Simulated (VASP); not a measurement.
Crystal: GaGe3.

```
CELL_PARAMETERS angstrom
0.00000 3.40960 3.40960
3.40960 0.00000 3.40960
3.40960 3.40960 0.00000
ATOMIC_POSITIONS crystal
Ge 0.50000 0.50000 0.50000
Ge 0.75000 0.75000 0.75000
Ge 0.25000 0.25000 0.25000
Ga 0.00000 0.00000 0.00000
```

This cell differs from its parent crystal: volume scaled by 1.02.

Base run:

```yaml
Program: VASP 6.6.1
Functional: PBEsol
Potentials_or_basis: VASP PAW PBE potentials, release 64 (Ge_d, Ga_d)
Cutoff: 520 eV
k_mesh: 7 × 7 × 7
Occupations: fermi-dirac, width 0.05 eV
Spin: no spin polarisation
```

Its results: pressure -5.0 GPa.

Q: After a change of settings the same cell gave: pressure -1.5 GPa. Which change was it?
A. functional from PBEsol to PBE
B. functional from PBEsol to LDA; potentials or basis from VASP PAW PBE potentials, release 64 (Ge_d, Ga_d) to VASP PAW LDA potentials, release 64 (Ge_d, Ga_d)
C. functional from PBEsol to r2SCAN

A: A.

PBE binds less tightly than PBEsol, so the same cell stands under more pressure.

Caveats: the PAW data sets were made with another functional, which shifts forces and pressure a little (some runs).
